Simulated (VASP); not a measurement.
# ZrB (Cmmm) in VASP: settings compared

Aim: see how the results for ZrB move with the level of theory and the settings. Levels: B3LYP, PBE. Tasks: single point.

All numbers are computed with VASP 6.6.1; they aren't measurements. Logs are shortened: lines on timing, memory, paths and dates and some standing lists are left out, and cuts for length are marked.

## Step 1: The cell of the first run

It takes space group Cmmm (No. 65, orthorhombic). The conventional cell has a = 4.789 Å, b = 4.869 Å, c = 3.058 Å, α = 90.00°, β = 90.00°, γ = 90.00°. Zr (site symmetry mmm) has 4 B at 2.39 to 2.43 Å and 2 Zr at 3.06 Å within 3.2 Å. Within 3.2 Å of B (site symmetry mmm) lie 4 Zr at 2.39 to 2.43 Å and 2 B at 3.06 Å.

## Step 2: Single point, B3LYP

POSCAR

```
ZrB
1.0
    2.4344416325     -2.3946927194      0.0000000000
    2.4344416325      2.3946927194      0.0000000000
    0.0000000000      0.0000000000      3.0579804663
Zr B
1 1
Direct
    0.0000000000      0.0000000000      0.5000000000
    0.5000000000      0.5000000000      0.5000000000
```

INCAR.step1

```
SYSTEM = ZrB
PREC = Accurate
ENCUT = 520
EDIFF = 1E-5
ISMEAR = -1
SIGMA = 0.05
LREAL = .False.
LASPH = .True.
NELM = 60
ALGO = Normal
ISIF = 2
LWAVE = .True.
LCHARG = .False.
NBANDS = 14
GGA = PE
```

INCAR.step2

```
SYSTEM = ZrB
PREC = Accurate
ENCUT = 520
EDIFF = 1E-6
ISMEAR = -1
SIGMA = 0.05
LREAL = .False.
LASPH = .True.
NELM = 60
ALGO = Normal
ISIF = 2
LWAVE = .False.
LCHARG = .False.
GGA = B3
LHFCALC = .True.
AEXX = 0.2
AGGAX = 0.72
AGGAC = 0.81
ALDAC = 0.19
PRECFOCK = Normal
NBANDS = 14
ISTART = 1
```

KPOINTS

```
regular mesh
0
Gamma
  5 5 4
  0 0 0
```

Potentials or basis: VASP PAW PBE potentials, release 64 (Zr_sv, B).

Run with:

```sh
$ cat potpaw_PBE.64/Zr_sv/POTCAR potpaw_PBE.64/B/POTCAR > POTCAR
$ cp INCAR.step1 INCAR
$ mpirun -np 1 vasp_std > vasp.out
$ cp INCAR.step2 INCAR
$ mpirun -np 1 vasp_std > vasp.out
```

OUTCAR:

```text
SYSTEM = ZrB
   PREC = Accurate
   ENCUT = 520
   EDIFF = 1E-6
   ISMEAR = -1
   LREAL = .False.
   LASPH = .True.
   NELM = 60
   ISIF = 2
   GGA = B3
   LHFCALC = .True.
   AEXX = 0.2
   PRECFOCK = Normal
   ISTART = 1

 ion  position               nearest neighbor table
   1  0.000  0.000  0.500-   2 2.39   2 2.39   2 2.43   2 2.43
   2  0.500  0.500  0.500-   1 2.39   1 2.39   1 2.43   1 2.43

  LATTYP: Found a base centered orthorhombic cell.
 ALAT       =     4.7893854388
 B/A-ratio  =     1.0165987531
 C/A-ratio  =     0.6384912021

  Lattice vectors:

 A1 = (  -2.4344416325,  -2.3946927194,   0.0000000000)
 A2 = (   2.4344416325,  -2.3946927194,   0.0000000000)
 A3 = (   0.0000000000,   0.0000000000,   3.0579804663)

Analysis of symmetry for initial positions (statically):
=====================================================================
 Subroutine PRICEL returns:
 Original cell was already a primitive cell.

 Routine SETGRP: Setting up the symmetry group for a
 base centered orthorhombic supercell.

 Subroutine GETGRP returns: Found  8 space group operations
 (whereof  8 operations were pure point group operations)
 out of a pool of  8 trial point group operations.

The static configuration has the point symmetry D_2h.

Analysis of symmetry for dynamics (positions and initial velocities):
=====================================================================
 Subroutine PRICEL returns:
 Original cell was already a primitive cell.

 Routine SETGRP: Setting up the symmetry group for a
 base centered orthorhombic supercell.

 Subroutine GETGRP returns: Found  8 space group operations
 (whereof  8 operations were pure point group operations)
 out of a pool of  8 trial point group operations.

The dynamic configuration has the point symmetry D_2h.

 Subroutine INISYM returns: Found  8 space group operations
 (whereof  8 operations are pure point group operations),
 and found     1 'primitive' translations

----------------------------------------------------------------------------------------

                                     Primitive cell

  volume of cell :      35.6545

  direct lattice vectors                    reciprocal lattice vectors
     2.434441633 -2.394692719  0.000000000     0.205385906 -0.208795056  0.000000000
     2.434441633  2.394692719  0.000000000     0.205385906  0.208795056  0.000000000
     0.000000000  0.000000000  3.057980466     0.000000000  0.000000000  0.327013207

  length of vectors
     3.414829320  3.414829320  3.057980466     0.292880088  0.292880088  0.327013207

  position of ions in fractional coordinates (direct lattice)
     0.000000000  0.000000000  0.500000000
     0.500000000  0.500000000  0.500000000

  ion indices of the primitive-cell ions
   primitive index   ion index
                 1           1
                 2           2

----------------------------------------------------------------------------------------

 KPOINTS: regular mesh

Automatic generation of k-mesh.
 Grid dimensions read from file:
 generate k-points for:    5    5    4

 Generating k-lattice:

  Cartesian coordinates                     Fractional coordinates (reciprocal lattice)
     0.041077181 -0.041759011  0.000000000     0.200000000  0.000000000  0.000000000
     0.041077181  0.041759011  0.000000000     0.000000000  0.200000000  0.000000000
     0.000000000  0.000000000  0.081753302     0.000000000  0.000000000  0.250000000

  Length of vectors
     0.058576018  0.058576018  0.081753302

  Shift w.r.t. Gamma in fractional coordinates (k-lattice)
     0.000000000  0.000000000  0.000000000

 Subroutine IBZKPT returns following result:
 ===========================================

 Found     27 irreducible k-points:

 Following reciprocal coordinates:
            Coordinates               Weight
  0.000000  0.000000  0.000000      1.000000
  0.200000  0.000000  0.000000      4.000000
  0.400000  0.000000  0.000000      4.000000
  0.200000  0.200000  0.000000      2.000000
  0.400000  0.200000  0.000000      4.000000
 -0.400000  0.200000  0.000000      4.000000
[... 16 lines left out ...]
  0.400000  0.200000  0.500000      4.000000
 -0.400000  0.200000  0.500000      4.000000
 [... further k-points ...]
   k-points           NKPTS =     27   k-points in BZ     NKDIM =    100   number of bands    NBANDS=     14
   number of dos      NEDOS =    301   number of ions     NIONS =      2
   total plane-waves  NPLWV =  18816
   dimension x,y,z NGX =    28 NGY =   28 NGZ =   24
   dimension x,y,z NGXF=    56 NGYF=   56 NGZF=   48
   ions per type =               1   1
   NGX,Y,Z   is equivalent  to a cutoff of  13.63, 13.63, 13.05 a.u.
   NGXF,Y,Z  is equivalent  to a cutoff of  27.26, 27.26, 26.10 a.u.
 SYSTEM =  ZrB
   PREC   = accura    normal or accurate (medium, high low for compatibility)
   ISTART =      1    job   : 0-new  1-cont  2-samecut
   ICHARG =      0    charge: 1-file 2-atom 10-const
   ISPIN  =      1    spin polarized calculation?
   LNONCOLLINEAR =      F non collinear calculations
   LSORBIT =      F    spin-orbit coupling
   LASPH  =      T    aspherical Exc in radial PAW
   ENCUT  =  520.0 eV  38.22 Ry    6.18 a.u.   6.35  6.35  5.69*2*pi/ulx,y,z
   NELM   =     60;   NELMIN=  2; NELMDL=  0     # of ELM steps
   EDIFF  = 0.1E-05   stopping-criterion for ELM
   LREAL  =      F    real-space projection
   EDIFFG = 0.1E-04   stopping-criterion for IOM
   NSW    =      0    number of steps for IOM
   IBRION =     -1    ionic relax: 0-MD 1-quasi-New 2-CG
   NFREE  =      0    steps in history (QN), initial steepest desc. (CG)
   ISIF   =      2    stress and relaxation
   ISYM   =      3    0-nonsym 1-usesym 2-fastsym
   POTIM  = 0.5000    time-step for ionic-motion
   TEBEG  =    0.0;   TEEND  =   0.0 temperature during run
   PSTRESS=    0.0 pullay stress
   NELECT =      15.0000    total number of electrons
   NUPDOWN=      -1.0000    fix difference up-down
   EMIN   =  10.00;   EMAX   =-10.00  energy-range for DOS
   EFERMI =   0.00;   METHOD = LEGACY
   ISMEAR =    -1;   SIGMA  =   0.05  broadening in eV -4-tet -1-fermi 0-gaus
   EFERMI_NEDOS =   21; number of points for ismear=-14 and -15
   IALGO  =     38    algorithm
   IMIX   =      1    mixing-type and parameters
     AMIX     =   0.40;   BMIX     =  1.00
     AMIX_MAG =   1.60;   BMIX_MAG =  1.00
  volume/ion in A,a.u.               =      17.83       120.30
  Fermi-wavevector in a.u.,A,eV,Ry     =   1.226688  2.318103 20.473535  1.504762
  Thomas-Fermi vector in A             =   2.361679
   LORBIT       =      0    0 simple, 1 ext, 2 COOP (PROOUT), +10 PAW based schemes
   GGA     = B3    functional components
   LHFCALC =     T    Hartree Fock is set to
   PRECFOCK=normal    Normal, Fast or Accurate (Low or Medium for compatibility)
   ENCUT4O =  -1.0   cutoff for four orbital integrals eV
   NKREDX  =     1    reduce k-point grid by
   NKREDY  =     1    reduce k-point grid by
   NKREDZ  =     1    reduce k-point grid by
   AEXX    =    0.2000 exact exchange contribution
   HFSCREEN=    0.0000 screening length (either q_TF or 0.3 A-1)
   HFSCREENC=   0.0000 screening length for correlation (either q_TF or 0.3 A-1)
   ENCUTFOCK=  -1.0 apply spherical cutoff to Coloumb kernel
   IVDW    =     0    specifies the selected vdW correction
   LEPSILON=     F    determine dielectric tensor
   LRPA    =     F    only Hartree local field effects (RPA)
 non-spin polarized calculation
  energy-cutoff  :      520.00
  volume of cell :       35.65
 maximum number of plane-waves:       973
 NGX is ok and might be reduce to    28
  NGX = 20; NGY = 20; NGZ = 18

 number of electron      15.0000000 magnetization

 Free energy of the ion-electron system (eV)
  ---------------------------------------------------
  ext. energy  EPLUGINS =         0.00000000
  ---------------------------------------------------
  free energy    TOTEN  =       -14.99780933 eV

  energy without entropy =      -14.99615685  energy(sigma->0) =      -14.99698309

 E-fermi :   6.2962     XC(G=0):  -8.3387

 val. band max:        5.9800403134   @ k =   0.2000   0.0000   0.0000
 cond. band min:       6.2964918346   @ k =  -0.2000   0.2000   0.5000
 fundamental gap:      0.3164515212
 Fermi energy:         6.2961618181

 k-point     1 :       0.0000    0.0000    0.0000
  band No.  band energies     occupation
      1     -45.1818      2.00000
      2     -21.9649      2.00000
      3     -21.9635      2.00000
      4     -21.9285      2.00000
      5      -2.9572      2.00000
      6       4.2494      2.00000
      7       5.3657      2.00000
      8       8.7160      0.00000
      9       8.8046      0.00000
     10      10.0609      0.00000
     11      11.2863      0.00000
     12      11.7533      0.00000
     13      11.8221      0.00000
     14      16.5163      0.00000

 k-point     2 :       0.2000    0.0000    0.0000
  band No.  band energies     occupation
      1     -45.1727      2.00000
      2     -22.0844      2.00000
      3     -21.9550      2.00000
      4     -21.9263      2.00000
      5      -2.3104      2.00000
      6       4.3603      2.00000
      7       4.5383      2.00000
      8       5.9800      1.99642
      9       9.1699      0.00000
     10       9.9090      0.00000
     11      11.8607      0.00000
     12      13.2809      0.00000
     13      13.3598      0.00000
     14      17.3013      0.00000
[... 343 lines left out ...]
      1     -45.0593      2.00000
      2     -22.7648      2.00000
      3     -22.1611      2.00000
      4     -21.9387      2.00000
      5       0.9549      2.00000
      6       3.1879      2.00000
      7       4.2097      2.00000
      8       6.6157      0.00335
      9       7.3181      0.00000
     10      10.6522      0.00000
     11      12.0709      0.00000
     12      12.5373      0.00000
     13      14.6029      0.00000
     14      16.8442      0.00000

 k-point    24 :      -0.4000    0.2000    0.5000
  band No.  band energies     occupation
      1     -45.0593      2.00000
      2     -22.7645      2.00000
      3     -22.1619      2.00000
      4     -21.9381      2.00000
      5       1.0552      2.00000
      6       3.1546      2.00000
      7       4.2263      2.00000
      8       5.9531      1.99791
      9       7.3038      0.00000
     10      10.8340      0.00000
     11      12.1873      0.00000
     12      12.4491      0.00000
     13      14.5698      0.00000
     14      16.7886      0.00000

 [... further k-points ...]

------------------------ aborting loop because EDIFF is reached ----------------------------------------

  FORCE on cell =-STRESS in cart. coord.  units (eV):
  Direction    XX          YY          ZZ          XY          YZ          ZX
  --------------------------------------------------------------------------------------
  -------------------------------------------------------------------------------------
  Total       -0.0048600      0.0180573      0.0199627     -0.0000000      0.0000000      0.0000000
  in kB       -0.2183882      0.8114260      0.8970470     -0.0000000      0.0000000      0.0000000
  external PRESSURE =       0.4966949 kB  Pullay stress =       0.0000000 kB

 VOLUME and BASIS-vectors are now :
 -----------------------------------------------------------------------------
  energy-cutoff  :      520.00
  volume of cell :       35.65
      direct lattice vectors                 reciprocal lattice vectors
     2.434441633 -2.394692719  0.000000000     0.205385906 -0.208795056  0.000000000
     2.434441633  2.394692719  0.000000000     0.205385906  0.208795056  0.000000000
     0.000000000  0.000000000  3.057980466     0.000000000  0.000000000  0.327013207

 POSITION                                       TOTAL-FORCE (eV/Angst)
 -----------------------------------------------------------------------------------
      0.00000      0.00000      1.52899         0.000000     -0.000000      0.000000
      2.43444      0.00000      1.52899         0.000000      0.000000      0.000000
 -----------------------------------------------------------------------------------
    total drift:                               -0.000000      0.000000     -0.000000

  FREE ENERGIE OF THE ION-ELECTRON SYSTEM (eV)
  ---------------------------------------------------
  free  energy   TOTEN  =       -14.9978093281 eV

  energy  without entropy=      -14.9961568454  energy(sigma->0) =      -14.99698309
```

Wall time 9.4 min (1 thread of Intel Xeon Platinum 8488C (Sapphire Rapids), shared host); peak memory 0.16 GiB.

What came out:

* Free energy: -14.9978 eV
* Pressure: 0.0 GPa

Levels at points of the mesh, in eV from the Fermi level:
```tsv
k point	band 6	band 7	band 8	band 9	band 10	band 11
(0.00, 0.00, 0.00)	-2.05	-0.93	2.42	2.51	3.76	4.99
(0.00, 0.00, 0.50)	-2.70	0.63	2.35	2.45	3.49	3.63
```

Caveat: the k points lie up to 0.51 Å⁻¹ apart; the PAW data sets were made with another functional, which shifts forces and pressure a little.

## Step 3: Single point, PBE

This run uses another cell than the first one, of 15.63 Å³/atom, 0.877 times its volume.

INCAR

```
ALGO = Normal ; EDIFF = 1E-6
ENCUT = 520 ; GGA = PE
ISIF = 2 ; ISMEAR = 0
LASPH = T ; LCHARG = F
LREAL = F ; LWAVE = F
NBANDS = 14 ; NELM = 80
PREC = Accurate ; SIGMA = 0.014
```

KPOINTS

```
k-points
0
Gamma
  10 10 7
```

POSCAR

```
ZrB
1.0
    1.9614334600     -1.9857162700      0.0000000000
    1.9614334600      1.9857162700      0.0000000000
    0.0000000000      0.0000000000      4.0139456300
Zr B
1 1
Direct
    0.0000000000      0.0000000000      0.5000000000
    0.5000000000      0.5000000000      0.5000000000
```

Potentials or basis: VASP PAW PBE potentials, release 64 (Zr_sv, B).

Run with:

```sh
$ cat potpaw_PBE.64/Zr_sv/POTCAR potpaw_PBE.64/B/POTCAR > POTCAR
$ mpirun -np 1 vasp_std > vasp.out
```

Run time: 52 s. Hardware: 1 thread of AMD EPYC 7R43 (Zen 3), shared host; peak memory 0.15 GiB.

The run converged. Its results:

```
Free energy : -9.8460 eV
Pressure    : 76.5 GPa
```

Stress tensor (GPa, compression positive):
```
115.77   0.00   0.00
  0.00 112.95   0.00
  0.00   0.00   0.73
```

Levels at points of the mesh, in eV from the Fermi level:
```tsv
k point	band 4	band 5	band 6	band 7	band 8	band 9	band 10	band 11
(0.00, 0.00, 0.00)	-25.14	-8.22	-2.27	-2.04	0.19	4.38	4.68	4.70
(0.50, 0.00, 0.00)	-24.83	-4.81	-3.14	-2.90	-2.54	0.43	5.60	6.44
(0.50, 0.50, 0.00)	-25.43	-8.04	0.53	0.59	1.88	2.58	2.75	3.06
```

(Part 1 of 2 ends here.)
